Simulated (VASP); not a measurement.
Runs of VASP 6.6.1 on WSe2. The structure is that of space group P-6m2 (No. 187), or close to it. The cells are those of the table. 

```tsv
cell	k mesh	smearing	gap on the mesh (eV)	largest force (eV/Å)
a = 3.318, b = 3.318, c = 29.739 Å, angles 90.0, 90.0, 120.0°, 9 atoms	6 × 6 × 1	gaussian 0.1 eV	1.37	(a)
a = 3.321, b = 3.321, c = 31.021 Å, angles 90.0, 90.0, 120.0°, 9 atoms	12 × 12 × 1	gaussian 0.02 eV	1.53	0.04
a = 3.321, b = 3.321, c = 31.021 Å, angles 90.0, 90.0, 120.0°, 9 atoms	12 × 12 × 1	tetrahedron	1.53	0.04
a = 3.321, b = 3.321, c = 31.021 Å, angles 90.0, 90.0, 120.0°, 9 atoms	12 × 12 × 1	gaussian 0.05 eV	1.53	0.04
```

Alike in all rows: task single point; level PBE; potentials or basis VASP PAW PBE potentials, release 64 (W_sv, Se); no spin polarisation; cutoff (eV) 520.

Task: Estimate the missing entries.

Result: (a) 0.34.

Caveats: spin-orbit coupling is left out, which moves the levels of the heavy elements.

A k mesh can miss the band edges, and the runs leave out spin-orbit coupling on Se, W.
